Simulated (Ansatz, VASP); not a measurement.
## V in VASP and in Ansatz

```
V
1.0
     2.57640    0.00000    0.00000
    -1.28820    2.23122    0.00000
     0.00000    0.00000    4.62105
V
2
Direct
  0.33333 0.66667 0.25000
  0.66667 0.33333 0.75000
```

Alike in both runs: task single point; functional PBE; k mesh 23 × 23 × 11; occupations fermi-dirac, width 0.05 eV; collinear spin.

|  | VASP | Ansatz |
| --- | --- | --- |
| version | VASP 6.6.1 | Ansatz 0.2.0 |
| potentials or method | VASP PAW PBE potentials, release 64 (V_sv), cutoff 520 eV | plane waves (420 eV) with PAW, scalar-relativistic |
| valence electrons in the cell | 26 | 26 |

Ansatz gave:

* pressure (GPa): 7.7
* traceless stress, the component that is largest in VASP (GPa): 0.05
* net moment per atom (μB): 0.00

**Question.** Estimate VASP's values.

**Answer.** Pressure (GPa): 8.0; traceless stress, the component that is largest in VASP (GPa): 0.04; net moment per atom (μB): 0.00.

Ansatz's warnings: seeded moment not kept.
